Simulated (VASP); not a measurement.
**SrCl2: single point with r2SCAN**

SrCl2:

```
Sr Cl
1.0
     0.00000    3.04486    4.56730
     3.04486    0.00000    4.56730
     3.04486    3.04486    0.00000
Sr Cl
1 2
Direct
  0.00000 0.00000 0.00000
  0.25000 0.25000 0.25000
  0.75000 0.75000 0.75000
```

This cell differs from its parent crystal: ratio of the length along z to the lengths across it x 1.5, volume and fractional coordinates fixed.

```json
{
 "Program": "VASP 6.6.1",
 "Task": "single point",
 "Functional": "r2SCAN",
 "Potentials or basis": "VASP PAW PBE potentials, release 64 (Sr_sv, Cl)",
 "Cutoff": "520 eV",
 "k mesh": "6 × 6 × 6",
 "Occupations": "gaussian, width 0.05 eV",
 "Spin": "no spin polarisation",
 "Dipole correction": "no",
 "Further INCAR settings": "ALGO = Normal; EDIFF = 1e-06; NBANDS = 19"
}
```

```yaml
Pressure: 1.8 GPa
Band_gap_on_the_k_mesh: 1.54 eV (least direct gap 2.03 eV)
```

Stress tensor (GPa, compression positive):
```
 11.22   0.00   0.00
  0.00  11.22   0.00
  0.00   0.00 -17.18
```

Levels at points of the mesh, in eV from the valence-band top:
```
           k point  band 8  band 9  band 10  band 11  band 12  band 13  band 14  band 15  band 16  band 17
(0.00, 0.00, 0.00)   -3.74   -3.45    -2.94    -0.49    -0.49     1.54     5.66     5.75     5.89     7.04
(0.50, 0.00, 0.00)   -3.08   -2.62    -2.50    -2.42    -2.25     3.69     4.81     4.96     6.44     6.58
(0.50, 0.50, 0.00)   -3.52   -3.52    -2.20    -0.60    -0.60     3.18     3.57     5.32     5.32     6.08
(0.50, 0.00, 0.50)   -4.28   -3.22    -3.13    -0.07     0.00     2.78     5.74     6.15     6.82     6.83
```

Run time: 2.5 min on 1 thread of Intel(R) Xeon(R) Platinum 8488C (Sapphire Rapids), on a shared host, peak memory 0.26 GiB.

Caveat: the stress differs along the axes, from -17 to 11 GPa; the PAW data sets were made with another functional, which shifts forces and pressure a little. A k mesh can miss the band edges.
